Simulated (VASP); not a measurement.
The system is Ge.

```xyz
4
Lattice="4.0504 0.0000 0.0000 -2.0252 3.5078 0.0000 0.0000 0.0000 10.9934" Properties=species:S:1:pos:R:3 pbc="T T T"
Ge    2.0252    1.1693    4.5606
Ge    0.0000    2.3385   10.0573
Ge    0.0000    0.0000    5.2488
Ge    0.0000    0.0000   10.7455
```

Base run:

```yaml
Program: VASP 6.6.1
Functional: LDA
Potentials_or_basis: VASP PAW LDA potentials, release 64 (Ge_d)
Cutoff: 520 eV
k_mesh: 6 × 6 × 2
Occupations: fermi-dirac, width 0.05 eV
Spin: no spin polarisation
```

Its results: band gap on the k mesh zero (filled and empty bands touch); pressure -2.5 GPa; largest force 0.259 eV/Å.

Problem. The run is repeated on the same cell with these changes: k mesh from 6 × 6 × 2 to 4 × 4 × 2. What comes out?

Solution. Band gap on the k mesh 0.67 eV, direct; pressure -2.4 GPa; largest force 0.259 eV/Å.

Caveats: some runs use coarse meshes.

A k mesh can miss the band edges.
